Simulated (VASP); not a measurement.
# GaSb2 (R-3m) in VASP: single point with PBE

Aim: the single point of GaSb2 with PBE.

All numbers are computed with VASP 6.6.1; they aren't measurements. Logs are shortened: lines on timing, memory, paths and dates and some standing lists are left out, and cuts for length are marked.

## (1) The cell of the first run

The structure is trigonal, space group R-3m (No. 166). The conventional cell has a = 3.628 Å, b = 3.628 Å, c = 39.048 Å, α = 90.00°, β = 90.00°, γ = 120.00°. Sb (site symmetry 3m) has 3 Ga at 2.62 Å within 3.5 Å. Sb (site symmetry 3m) has 3 Ga at 2.60 Å within 3.4 Å. Ga (site symmetry 3m) has 6 Sb at 2.60 to 2.62 Å within 3.4 Å.

## (2) Single point, PBE

INCAR reads:

```
SYSTEM = GaSb2
ALGO = Normal ; EDIFF = 1E-6
ENCUT = 520 ; GGA = PE
ISIF = 2 ; ISMEAR = -1
LASPH = .True. ; LCHARG = .True.
LELF = .True. ; LREAL = .False.
LVHAR = .True. ; LWAVE = .False.
NBANDS = 32 ; NELM = 80
PREC = Accurate ; SIGMA = 0.1
```

KPOINTS reads:

```
k-points
0
Gamma
  9 9 9
  0 0 0
```

POSCAR reads:

```
GaSb2
1.0
    1.8141220000      3.1421450000      0.0000000000
   -1.8141220000      3.1421450000      0.0000000000
    0.0000000000     -2.0947640000     13.0159920000
Sb Ga
4 2
Direct
    0.2900000000      0.2900000000      0.8700000000
    0.7100000000      0.7100000000      0.1300000000
    0.1230000000      0.1230000000      0.3690000000
    0.8770000000      0.8770000000      0.6310000000
    0.4170000000      0.4170000000      0.2510000000
    0.5830000000      0.5830000000      0.7490000000
```

Potentials or basis: VASP PAW PBE potentials, release 64 (Sb, Ga_d).

Run with:

```console
$ cat potpaw_PBE.64/Sb/POTCAR potpaw_PBE.64/Ga_d/POTCAR > POTCAR
$ mpirun -np 1 vasp_std > vasp.out
```

OUTCAR:

```text
SYSTEM = GaSb2
   EDIFF = 1E-6
   ENCUT = 520
   GGA = PE
   ISIF = 2
   ISMEAR = -1
   LASPH = .True.
   LREAL = .False.
   NELM = 80
   PREC = Accurate

 ion  position               nearest neighbor table
   1  0.290  0.290  0.870-   6 2.62   6 2.62   6 2.62   4 3.75   4 3.75   4 3.75
   2  0.710  0.710  0.130-   5 2.62   5 2.62   5 2.62   3 3.75   3 3.75   3 3.75
   3  0.123  0.123  0.369-   5 2.60   5 2.60   5 2.60   2 3.75   2 3.75   2 3.75
   4  0.877  0.877  0.631-   6 2.60   6 2.60   6 2.60   1 3.75   1 3.75   1 3.75
   5  0.417  0.417  0.251-   3 2.60   3 2.60   3 2.60   2 2.62   2 2.62   2 2.62
   6  0.583  0.583  0.749-   4 2.60   4 2.60   4 2.60   1 2.62   1 2.62   1 2.62

  LATTYP: Found a trigonal (rhomboedric) cell.
 ALAT       =    13.1834780439
 COS(alpha) =     0.9621293312

  Lattice vectors:

 A1 = (   1.8141220000,   1.0473810000,  13.0159920000)
 A2 = (  -1.8141220000,   1.0473810000,  13.0159920000)
 A3 = (   0.0000000000,  -2.0947640000,  13.0159920000)

Analysis of symmetry for initial positions (statically):
=====================================================================
 Subroutine PRICEL returns:
 Original cell was already a primitive cell.

 Routine SETGRP: Setting up the symmetry group for a
 trigonal (rhombohedral) supercell.

 Subroutine GETGRP returns: Found 12 space group operations
 (whereof 12 operations were pure point group operations)
 out of a pool of 12 trial point group operations.

The static configuration has the point symmetry D_3d.

Analysis of symmetry for dynamics (positions and initial velocities):
=====================================================================
 Subroutine PRICEL returns:
 Original cell was already a primitive cell.

 Routine SETGRP: Setting up the symmetry group for a
 trigonal (rhombohedral) supercell.

 Subroutine GETGRP returns: Found 12 space group operations
 (whereof 12 operations were pure point group operations)
 out of a pool of 12 trial point group operations.

The dynamic configuration has the point symmetry D_3d.

 Subroutine INISYM returns: Found 12 space group operations
 (whereof 12 operations are pure point group operations),
 and found     1 'primitive' translations

----------------------------------------------------------------------------------------

                                     Primitive cell

  volume of cell :     148.3884

  direct lattice vectors                    reciprocal lattice vectors
     1.814122000  3.142145000  0.000000000     0.275615422  0.159126966  0.025609530
    -1.814122000  3.142145000  0.000000000    -0.275615422  0.159126966  0.025609530
     0.000000000 -2.094764000 13.015992000     0.000000000  0.000000000  0.076828566

  length of vectors
     3.628238392  3.628238392 13.183477688     0.319282164  0.319282164  0.076828566

  position of ions in fractional coordinates (direct lattice)
     0.290000000  0.290000000  0.870000000
     0.710000000  0.710000000  0.130000000
     0.123000000  0.123000000  0.369000000
     0.877000000  0.877000000  0.631000000
     0.417000000  0.417000000  0.251000000
     0.583000000  0.583000000  0.749000000

  ion indices of the primitive-cell ions
   primitive index   ion index
                 1           1
                 2           2
                 3           3
                 4           4
                 5           5
                 6           6

----------------------------------------------------------------------------------------

 KPOINTS: k-points

Automatic generation of k-mesh.
 Grid dimensions read from file:
 generate k-points for:    9    9    9

 Generating k-lattice:

  Cartesian coordinates                     Fractional coordinates (reciprocal lattice)
     0.030623936  0.017680774  0.002845503     0.111111111  0.000000000  0.000000000
    -0.030623936  0.017680774  0.002845503     0.000000000  0.111111111  0.000000000
     0.000000000  0.000000000  0.008536507     0.000000000  0.000000000  0.111111111

  Length of vectors
     0.035475796  0.035475796  0.008536507

  Shift w.r.t. Gamma in fractional coordinates (k-lattice)
     0.000000000  0.000000000  0.000000000

 Subroutine IBZKPT returns following result:
 ===========================================

 Found     85 irreducible k-points:

 Following reciprocal coordinates:
            Coordinates               Weight
  0.000000  0.000000  0.000000      1.000000
  0.111111 -0.000000  0.000000      6.000000
  0.222222 -0.000000  0.000000      6.000000
  0.333333 -0.000000 -0.000000      6.000000
  0.444444 -0.000000  0.000000      6.000000
  0.111111  0.111111 -0.000000      6.000000
[... 16 lines left out ...]
 -0.333333  0.333333  0.000000      6.000000
  0.444444  0.444444  0.000000      6.000000
 [... further k-points ...]
   k-points           NKPTS =     85   k-points in BZ     NKDIM =     85   number of bands    NBANDS=     32
   number of dos      NEDOS =    301   number of ions     NIONS =      6
   total plane-waves  NPLWV =  76832
   dimension x,y,z NGX =    28 NGY =   28 NGZ =   98
   dimension x,y,z NGXF=    56 NGYF=   56 NGZF=  196
   ions per type =               4   2
   NGX,Y,Z   is equivalent  to a cutoff of  12.83, 12.83, 12.36 a.u.
   NGXF,Y,Z  is equivalent  to a cutoff of  25.66, 25.66, 24.72 a.u.
 SYSTEM =  GaSb2
   PREC   = accura    normal or accurate (medium, high low for compatibility)
   ISTART =      0    job   : 0-new  1-cont  2-samecut
   ICHARG =      2    charge: 1-file 2-atom 10-const
   ISPIN  =      1    spin polarized calculation?
   LNONCOLLINEAR =      F non collinear calculations
   LSORBIT =      F    spin-orbit coupling
   LASPH  =      T    aspherical Exc in radial PAW
   ENCUT  =  520.0 eV  38.22 Ry    6.18 a.u.   6.75  6.75 24.51*2*pi/ulx,y,z
   NELM   =     80;   NELMIN=  2; NELMDL= -5     # of ELM steps
   EDIFF  = 0.1E-05   stopping-criterion for ELM
   LREAL  =      F    real-space projection
   EDIFFG = 0.1E-04   stopping-criterion for IOM
   NSW    =      0    number of steps for IOM
   IBRION =     -1    ionic relax: 0-MD 1-quasi-New 2-CG
   NFREE  =      0    steps in history (QN), initial steepest desc. (CG)
   ISIF   =      2    stress and relaxation
   ISYM   =      2    0-nonsym 1-usesym 2-fastsym
   POTIM  = 0.5000    time-step for ionic-motion
   TEBEG  =    0.0;   TEEND  =   0.0 temperature during run
   PSTRESS=    0.0 pullay stress
   NELECT =      46.0000    total number of electrons
   NUPDOWN=      -1.0000    fix difference up-down
   EMIN   =  10.00;   EMAX   =-10.00  energy-range for DOS
   EFERMI =   0.00;   METHOD = LEGACY
   ISMEAR =    -1;   SIGMA  =   0.10  broadening in eV -4-tet -1-fermi 0-gaus
   EFERMI_NEDOS =   21; number of points for ismear=-14 and -15
   IALGO  =     38    algorithm
   IMIX   =      4    mixing-type and parameters
     AMIX     =   0.40;   BMIX     =  1.00
     AMIX_MAG =   1.60;   BMIX_MAG =  1.00
  volume/ion in A,a.u.               =      24.73       166.90
  Fermi-wavevector in a.u.,A,eV,Ry     =   1.107969  2.093757 16.702436  1.227594
  Thomas-Fermi vector in A             =   2.244490
   LORBIT       =      0    0 simple, 1 ext, 2 COOP (PROOUT), +10 PAW based schemes
   GGA     = PE    functional components
   LHFCALC =     F    Hartree Fock is set to
   AEXX    =    0.0000 exact exchange contribution
   IVDW    =     0    specifies the selected vdW correction
   LEPSILON=     F    determine dielectric tensor
   LRPA    =     F    only Hartree local field effects (RPA)
 non-spin polarized calculation
  energy-cutoff  :      520.00
  volume of cell :      148.39
 maximum number of plane-waves:      4015
   NGX = 13   NGY = 13   NGZ = 49

 number of electron      45.9999996 magnetization

 Free energy of the ion-electron system (eV)
  ---------------------------------------------------
  ext. energy  EPLUGINS =         0.00000000
  ---------------------------------------------------
  free energy    TOTEN  =       -19.53070307 eV

  energy without entropy =      -19.43099420  energy(sigma->0) =      -19.48084864

 E-fermi :   7.2078     XC(G=0): -10.0921

 val. band max:        7.1868337611   @ k =  -0.2222   0.3333   0.1111
 cond. band min:       7.2111478870   @ k =  -0.4444   0.0000   0.2222
 fundamental gap:      0.0243141259
 Fermi energy:         7.2078393169

 k-point     1 :       0.0000    0.0000    0.0000
  band No.  band energies     occupation
      1      -8.0294      2.00000
      2      -8.0294      2.00000
      3      -8.0294      2.00000
      4      -8.0294      2.00000
      5      -7.9761      2.00000
      6      -7.9758      2.00000
[... 24 lines left out ...]
     31      12.5367      0.00000
     32      12.6248      0.00000

 k-point     2 :       0.1111   -0.0000    0.0000
  band No.  band energies     occupation
      1      -8.0447      2.00000
      2      -8.0445      2.00000
      3      -8.0261      2.00000
      4      -8.0261      2.00000
      5      -7.9708      2.00000
      6      -7.9705      2.00000
[... 24 lines left out ...]
     31      13.1285      0.00000
     32      13.3123      0.00000

 k-point     3 :       0.2222   -0.0000    0.0000
  band No.  band energies     occupation
      1      -8.0841      2.00000
      2      -8.0835      2.00000
      3      -8.0200      2.00000
      4      -8.0199      2.00000
      5      -7.9642      2.00000
      6      -7.9641      2.00000
[... 24 lines left out ...]
     31      13.2219      0.00000
     32      13.4968      0.00000

 k-point     4 :       0.3333   -0.0000   -0.0000
  band No.  band energies     occupation
      1      -8.1275      2.00000
      2      -8.1269      2.00000
      3      -8.0168      2.00000
      4      -8.0168      2.00000
      5      -7.9717      2.00000
      6      -7.9716      2.00000
[... 654 lines left out ...]
     31      12.9128      0.00000
     32      13.3130      0.00000

 k-point    23 :      -0.3333    0.3333    0.0000
  band No.  band energies     occupation
      1      -8.0960      2.00000
      2      -8.0959      2.00000
      3      -8.0905      2.00000
      4      -8.0905      2.00000
      5      -7.9406      2.00000
      6      -7.9406      2.00000
[... 24 lines left out ...]
     31      12.6074      0.00000
     32      13.8899      0.00000

 k-point    24 :       0.4444    0.4444    0.0000
  band No.  band energies     occupation
      1      -8.1549      2.00000
      2      -8.1541      2.00000
      3      -8.0164      2.00000
      4      -8.0163      2.00000
      5      -7.9779      2.00000
      6      -7.9778      2.00000
[... 24 lines left out ...]
     31      11.9107      0.00000
     32      12.3070      0.00000

 [... further k-points ...]
[... 5 lines left out ...]
  --------------------------------------------------------------------------------------
  -------------------------------------------------------------------------------------
  Total       12.5746831     12.5746313     10.4109009      0.0000000     -0.0000005      0.0000000
  in kB      135.7711986    135.7706390    112.4084386      0.0000000     -0.0000058      0.0000000
  external PRESSURE =     127.9834254 kB  Pullay stress =       0.0000000 kB

 VOLUME and BASIS-vectors are now :
 -----------------------------------------------------------------------------
  energy-cutoff  :      520.00
  volume of cell :      148.39
      direct lattice vectors                 reciprocal lattice vectors
     1.814122000  3.142145000  0.000000000     0.275615422  0.159126966  0.025609530
    -1.814122000  3.142145000  0.000000000    -0.275615422  0.159126966  0.025609530
     0.000000000 -2.094764000 13.015992000     0.000000000  0.000000000  0.076828566

 POSITION                                       TOTAL-FORCE (eV/Angst)
 -----------------------------------------------------------------------------------
      0.00000     -0.00000     11.32391         0.000000     -0.000000      2.201995
      0.00000      4.18953      1.69208         0.000000      0.000000     -2.201995
      0.00000     -0.00000      4.80290         0.000000     -0.000000      2.277652
      0.00000      4.18953      8.21309         0.000000      0.000000     -2.277652
      0.00000      2.09476      3.26701         0.000000      0.000000     -0.158777
      0.00000      2.09476      9.74898         0.000000     -0.000000      0.158777
 -----------------------------------------------------------------------------------
    total drift:                               -0.000000      0.000000      0.000000

  FREE ENERGIE OF THE ION-ELECTRON SYSTEM (eV)
  ---------------------------------------------------
  free  energy   TOTEN  =       -19.5307030714 eV

  energy  without entropy=      -19.4309942038  energy(sigma->0) =      -19.48084864
```

It took 10 min on 1 thread of Oxide Virtual Turin-like, shared host; peak memory 0.45 GiB.

What came out:

- Free energy: -19.5307 eV
- Pressure: 12.8 GPa
- Largest force: 2.278 eV/Å
- Band gap on the k mesh: zero (band 23 reaches 9.36 eV, above the bottom of band 24 at 6.18 eV)

Forces in eV/Å, atoms in the order of the input:
```
Sb   0.000  0.000  2.202
Sb   0.000  0.000 -2.202
Sb   0.000  0.000  2.278
Sb   0.000  0.000 -2.278
Ga   0.000  0.000 -0.159
Ga   0.000  0.000  0.159
```

Stress tensor (GPa, compression positive):
```
13.58  0.00  0.00
 0.00 13.58  0.00
 0.00  0.00 11.24
```

Levels at points of the mesh, in eV from the Fermi level:
```
           k point  band 20  band 21  band 22  band 23  band 24  band 25  band 26  band 27
(0.00, 0.00, 0.00)     1.36     1.46     1.46     2.07     2.07     2.26     2.26     4.21
```

Caveat: spin-orbit coupling is left out, which moves the levels of the heavy elements; forces of over 1 eV/Å act on the atoms, so gaps and moduli don't describe the material at rest.
